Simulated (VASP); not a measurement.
Set up this calculation in VASP 6.6.1, as the native input.

* Task: single point
* Functional: LDA
* Potentials or basis: VASP PAW PBE potentials, release 64 (Lu, Si)
* Cutoff: 520 eV
* k mesh: 6 × 6 × 6
* Occupations: fermi-dirac, width 0.05 eV
* Spin: no spin polarisation
* Dipole correction: no
* Further INCAR settings: ALGO = Normal; EDIFF = 1e-06; NBANDS = 24

The structure of LuSi2 lies in POSCAR:

```
LuSi2
1.0
    3.9834912069      0.0000000000      0.0000000000
   -1.9917456035      3.4498045810      0.0000000000
    0.0000000000      0.0000000000      3.6353609616
Lu Si
1 2
Direct
    0.0000000000      0.0000000000      0.0000000000
    0.3333333333      0.6666666667      0.5000000000
    0.6666666667      0.3333333333      0.5000000000
```

The input as run:

INCAR

```
PREC = Accurate
ENCUT = 520
EDIFF = 1E-6
ISMEAR = -1
SIGMA = 0.05
LREAL = F
LASPH = T
NELM = 80
ALGO = Normal
ISIF = 2
LWAVE = F
LCHARG = F
GGA = CA
NBANDS = 24
```

KPOINTS

```
regular mesh
0
Gamma
  6 6 6
```

Potentials or basis: VASP PAW PBE potentials, release 64 (Lu, Si).

Run with:

```console
$ cat potpaw_PBE.64/Lu/POTCAR potpaw_PBE.64/Si/POTCAR > POTCAR
$ mpirun -np 1 vasp_std > vasp.out
```

Results of the run:

| Item | Value |
| --- | --- |
| Pressure | 3.4 GPa |

Caveat: the PAW data sets were made with another functional, which shifts forces and pressure a little.

Run time: 19 s on 1 thread of Intel(R) Xeon(R) 6975P-C (Granite Rapids) (shared host), peak memory 0.17 GiB.
